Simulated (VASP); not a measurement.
# Ta (Im-3m) in VASP: notebook

Runs on Ta. Level: r2SCAN. Tasks: single point, relaxation of cell and atoms.

Program: VASP 6.6.1. These are calculated values, not measurements. Logs are shortened: lines on timing, memory, paths and dates and some standing lists are left out, and cuts for length are marked.

## Step 1: The cell of the first run

The structure is cubic, space group Im-3m (No. 229). Conventional cell: a = 3.313 Å, b = 3.313 Å, c = 3.313 Å, α = 90.00°, β = 90.00°, γ = 90.00°. Within 3.8 Å of Ta (site symmetry m-3m) lie 14 Ta at 2.87 to 3.31 Å.

## Step 2: Single point, r2SCAN

The input, POSCAR:

```
Ta
1.0
    2.8689177946     -0.0000000159     -0.0000000275
   -0.9563059165      2.7048416416     -0.0000000275
   -0.9563059165     -1.3524207811      2.3424615977
Ta
1
Direct
    0.0000000000      0.0000000000      0.0000000000
```

The input, INCAR.step1:

```
  PREC = Accurate
  ENCUT = 520
  ISMEAR = -1
  SIGMA = 0.05
  LREAL = False
  LASPH = True
  NELM = 80
  NBANDS = 12
  GGA = PE
  ALGO = Normal
  EDIFF = 1E-4
  LWAVE = True
  LCHARG = False
```

The input, INCAR.step2:

```
  PREC = Accurate
  ENCUT = 520
  EDIFF = 1E-6
  ISMEAR = -1
  SIGMA = 0.05
  LREAL = False
  LASPH = True
  NELM = 80
  ALGO = Normal
  ISIF = 2
  LWAVE = False
  LCHARG = True
  METAGGA = R2SCAN
  LMIXTAU = True
  LELF = True
  LVHAR = True
  NBANDS = 12
  ISTART = 1
```

The input, KPOINTS:

```
Automatic mesh
0
Gamma
  9 9 9
```

Potentials or basis: VASP PAW PBE potentials, release 64 (Ta_pv).

On the command line:

```
> cat potpaw_PBE.64/Ta_pv/POTCAR > POTCAR
> cp INCAR.step1 INCAR
> mpirun -np 1 vasp_std > vasp.out
> cp INCAR.step2 INCAR
> mpirun -np 1 vasp_std > vasp.out
```

OUTCAR:

```text
PREC = Accurate
   ENCUT = 520
   EDIFF = 1E-6
   ISMEAR = -1
   LREAL = False
   LASPH = True
   NELM = 80
   ISIF = 2
   METAGGA = R2SCAN
   ISTART = 1

 ion  position               nearest neighbor table
   1  0.000  0.000  0.000-

  LATTYP: Found a body centered cubic cell.
 ALAT       =     3.3127409219

  Lattice vectors:

 A1 = (   2.8689177946,  -0.0000000159,  -0.0000000275)
 A2 = (  -0.9563059165,   2.7048416416,  -0.0000000275)
 A3 = (  -0.9563059165,  -1.3524207811,   2.3424615977)

Analysis of symmetry for initial positions (statically):
=====================================================================
 Subroutine PRICEL returns:
 Original cell was already a primitive cell.

 Routine SETGRP: Setting up the symmetry group for a
 body centered cubic supercell.

 Subroutine GETGRP returns: Found 48 space group operations
 (whereof 48 operations were pure point group operations)
 out of a pool of 48 trial point group operations.

The static configuration has the point symmetry O_h .

Analysis of symmetry for dynamics (positions and initial velocities):
=====================================================================
 Subroutine PRICEL returns:
 Original cell was already a primitive cell.

 Routine SETGRP: Setting up the symmetry group for a
 body centered cubic supercell.

 Subroutine GETGRP returns: Found 48 space group operations
 (whereof 48 operations were pure point group operations)
 out of a pool of 48 trial point group operations.

The dynamic configuration has the point symmetry O_h .

 Subroutine INISYM returns: Found 48 space group operations
 (whereof 48 operations are pure point group operations),
 and found     1 'primitive' translations

----------------------------------------------------------------------------------------

                                     Primitive cell

  volume of cell :      18.1774

  direct lattice vectors                    reciprocal lattice vectors
     2.868917795 -0.000000016 -0.000000028     0.348563493  0.123235805  0.213450669
    -0.956305916  2.704841642 -0.000000028     0.000000004  0.369707414  0.213450669
    -0.956305916 -1.352420781  2.342461598     0.000000004  0.000000006  0.426901347

  length of vectors
     2.868917795  2.868917795  2.868917795     0.426901347  0.426901347  0.426901347

  position of ions in fractional coordinates (direct lattice)
     0.000000000  0.000000000  0.000000000

  ion indices of the primitive-cell ions
[... 75 lines left out ...]
   LREAL  =      F    real-space projection
   EDIFFG = 0.1E-04   stopping-criterion for IOM
   NSW    =      0    number of steps for IOM
   IBRION =     -1    ionic relax: 0-MD 1-quasi-New 2-CG
   NFREE  =      0    steps in history (QN), initial steepest desc. (CG)
   ISIF   =      2    stress and relaxation
   ISYM   =      2    0-nonsym 1-usesym 2-fastsym
   POTIM  = 0.5000    time-step for ionic-motion
   TEBEG  =    0.0;   TEEND  =   0.0 temperature during run
   PSTRESS=    0.0 pullay stress
   NELECT =      11.0000    total number of electrons
   NUPDOWN=      -1.0000    fix difference up-down
   EMIN   =  10.00;   EMAX   =-10.00  energy-range for DOS
   EFERMI =   0.00;   METHOD = LEGACY
   ISMEAR =    -1;   SIGMA  =   0.05  broadening in eV -4-tet -1-fermi 0-gaus
   EFERMI_NEDOS =   21; number of points for ismear=-14 and -15
   IALGO  =     38    algorithm
   IMIX   =      4    mixing-type and parameters
     AMIX     =   0.40;   BMIX     =  1.00
     AMIX_MAG =   1.60;   BMIX_MAG =  1.00
  volume/ion in A,a.u.               =      18.18       122.67
  Fermi-wavevector in a.u.,A,eV,Ry     =   1.384719  2.616739 26.088438  1.917446
  Thomas-Fermi vector in A             =   2.509197
   LORBIT       =      0    0 simple, 1 ext, 2 COOP (PROOUT), +10 PAW based schemes
   METAGGA = R2SCAN    functional components
   LHFCALC =     F    Hartree Fock is set to
   AEXX    =    0.0000 exact exchange contribution
   IVDW    =     0    specifies the selected vdW correction
   LEPSILON=     F    determine dielectric tensor
   LRPA    =     F    only Hartree local field effects (RPA)
 non-spin polarized calculation
  energy-cutoff  :      520.00
  volume of cell :       18.18
 maximum number of plane-waves:       498
 NGX is ok and might be reduce to    24
   NGX = 11   NGY = 11   NGZ = 11

 number of electron      11.0000001 magnetization

 Free energy of the ion-electron system (eV)
  ---------------------------------------------------
  ext. energy  EPLUGINS =         0.00000000
  ---------------------------------------------------
  free energy    TOTEN  =       -48.57116143 eV

  energy without entropy =      -48.55430128  energy(sigma->0) =      -48.56273136

 E-fermi :   5.2905     XC(G=0): -13.7212

 val. band max:        5.2842594685   @ k =   0.1111   0.1111   0.0000
 cond. band min:       5.2912140562   @ k =   0.3333   0.1111   0.1111
 fundamental gap:      0.0069545876
 Fermi energy:         5.2904645414

 k-point     1 :       0.0000    0.0000    0.0000
  band No.  band energies     occupation
      1     -29.0342      2.00000
      2     -29.0342      2.00000
      3     -29.0342      2.00000
      4      -3.0421      2.00000
      5       6.0852      0.00000
      6       6.0852      0.00000
      7       6.0852      0.00000
      8       9.5341      0.00000
      9       9.5341      0.00000
     10      17.2623      0.00000
     11      20.9853      0.00000
     12      20.9853      0.00000
[... 331 lines left out ...]
 k-point    24 :      -0.4444   -0.4444    0.1111
  band No.  band energies     occupation
      1     -30.1076      2.00000
      2     -29.6015      2.00000
      3     -29.2253      2.00000
      4       1.9701      2.00000
      5       4.5098      2.00000
      6       4.5289      2.00000
      7       8.0611      0.00000
      8      11.3727      0.00000
      9      14.3226      0.00000
     10      16.4517      0.00000
     11      17.2757      0.00000
     12      20.3073      0.00000

 [... further k-points ...]
[... 5 lines left out ...]
  --------------------------------------------------------------------------------------
  -------------------------------------------------------------------------------------
  Total        0.0687678      0.0687678      0.0687678      0.0000000     -0.0000000      0.0000000
  in kB        6.0612644      6.0612644      6.0612644      0.0000000     -0.0000000      0.0000000
  external PRESSURE =       6.0612644 kB  Pullay stress =       0.0000000 kB

 VOLUME and BASIS-vectors are now :
 -----------------------------------------------------------------------------
  energy-cutoff  :      520.00
  volume of cell :       18.18
      direct lattice vectors                 reciprocal lattice vectors
     2.868917795 -0.000000016 -0.000000028     0.348563493  0.123235805  0.213450669
    -0.956305916  2.704841642 -0.000000028     0.000000004  0.369707414  0.213450669
    -0.956305916 -1.352420781  2.342461598     0.000000004  0.000000006  0.426901347

 POSITION                                       TOTAL-FORCE (eV/Angst)
 -----------------------------------------------------------------------------------
      0.00000      0.00000      0.00000        -0.000000      0.000000      0.000000
 -----------------------------------------------------------------------------------
    total drift:                                0.000000     -0.000000      0.000000

  FREE ENERGIE OF THE ION-ELECTRON SYSTEM (eV)
  ---------------------------------------------------
  free  energy   TOTEN  =       -48.5711614335 eV

  energy  without entropy=      -48.5543012841  energy(sigma->0) =      -48.56273136
```

OSZICAR.step1:

```text
N       E                     dE             d eps       ncg     rms          rms(c)
DAV:   1     0.612680602861E+02    0.61268E+02   -0.60162E+03   840   0.884E+02
DAV:   2    -0.112512303629E+02   -0.72519E+02   -0.70752E+02   916   0.242E+02
DAV:   3    -0.122800711515E+02   -0.10288E+01   -0.10241E+01  1000   0.270E+01
DAV:   4    -0.122824937614E+02   -0.24226E-02   -0.24225E-02   944   0.149E+00
DAV:   5    -0.122825022233E+02   -0.84619E-05   -0.84614E-05   944   0.833E-02    0.132E+01
DAV:   6    -0.119086199656E+02    0.37388E+00   -0.29580E-01   992   0.593E+00    0.639E+00
DAV:   7    -0.118023626217E+02    0.10626E+00   -0.26408E-01   936   0.516E+00    0.414E-01
DAV:   8    -0.118011702921E+02    0.11923E-02   -0.65449E-03   940   0.772E-01    0.326E-01
DAV:   9    -0.118011237949E+02    0.46497E-04   -0.16773E-04   940   0.136E-01
   1 F= -.11801124E+02 E0= -.11791679E+02  d E =-.188903E-01
```

It took 14 s on 1 thread of Intel Xeon 6975P-C (Granite Rapids), shared host; peak memory 0.15 GiB.

Results:

```
Free energy            : -48.5712 eV
Pressure               : 0.6 GPa
Band gap on the k mesh : zero (an odd number of electrons rules out a gap without spin polarisation)
```

Caveat: the PAW data sets were made with another functional, which shifts forces and pressure a little; spin-orbit coupling is left out, which moves the levels of the heavy elements.

## Step 3: Relaxation of cell and atoms, r2SCAN

This run uses another cell than the first one, of 18.01 Å³/atom.

The input, POSCAR:

```
Ta
1.0
    2.8601010000      0.0000000000      0.0000000000
   -0.9533669701      2.6965290932      0.0000000000
   -0.9533669701     -1.3482644833      2.3352627333
Ta
1
Direct
    0.0000000000      0.0000000000      0.0000000000
```

The input, INCAR.step1:

```
PREC = Accurate
ENCUT = 600
ISMEAR = -1
SIGMA = 0.05
LREAL = F
LASPH = T
NELM = 100
GGA = PE
ALGO = Normal
EDIFF = 1E-4
LWAVE = T
LCHARG = F
```

The input, INCAR.step2:

```
PREC = Accurate
ENCUT = 600
EDIFF = 1E-6
ISMEAR = -1
SIGMA = 0.05
LREAL = F
LASPH = T
NELM = 100
ALGO = Normal
ISIF = 3
LWAVE = F
LCHARG = F
METAGGA = R2SCAN
LMIXTAU = T
IBRION = 2
NSW = 80
EDIFFG = -0.01
ISTART = 1
```

KPOINTS is that of step 2.

Potentials or basis: VASP PAW PBE potentials, release 64 (Ta_pv).

On the command line:

```
> cat potpaw_PBE.64/Ta_pv/POTCAR > POTCAR
> cp INCAR.step1 INCAR
> mpirun -np 1 vasp_std > vasp.out
> cp INCAR.step2 INCAR
> mpirun -np 1 vasp_std > vasp.out
```

Wall time 29 s (1 thread of Intel Xeon 6975P-C (Granite Rapids), shared host); peak memory 0.16 GiB.

Results (log left out):

* Free energy: -48.5716 eV
* Relaxed volume: 18.23 Å³/atom
* Relaxed cell: a = 2.872 Å, b = 2.872 Å, c = 2.872 Å, α = 109.47°, β = 109.47°, γ = 109.47°
* Space group after relaxing (to 0.1 Å): Im-3m (No. 229)
* Energy gained by relaxing: 1.6 meV/atom
* Ionic steps: 3
* Pressure after relaxing: 0.0 GPa
* Band gap on the k mesh: zero (an odd number of electrons rules out a gap without spin polarisation)

Step by step:
```
step  energy change (eV)  largest force (eV/Å)  pressure (GPa)  volume (Å³)
   1              0.0000                0.0000            2.34        18.01
   2              0.0054                0.0000           -4.71        18.70
   3             -0.0016                0.0000           -0.02        18.23
```

Final structure:
```
Ta
1.0
     2.87194    0.00000    0.00000
    -0.95731    2.70769    0.00000
    -0.95731   -1.35384    2.34493
Ta
1
Direct
  0.00000 0.00000 0.00000
```

Levels at points of the mesh, in eV from the Fermi level:
```
           k point  band 1  band 2  band 3  band 4  band 5  band 6  band 7  band 8  band 9
(0.00, 0.00, 0.00)  -34.34  -34.34  -34.34   -8.32    0.80    0.80    0.80    4.23    4.23
```

Caveat: the PAW data sets were made with another functional, which shifts forces and pressure a little; spin-orbit coupling is left out, which moves the levels of the heavy elements. Zero-point motion and thermal expansion aren't in these numbers.
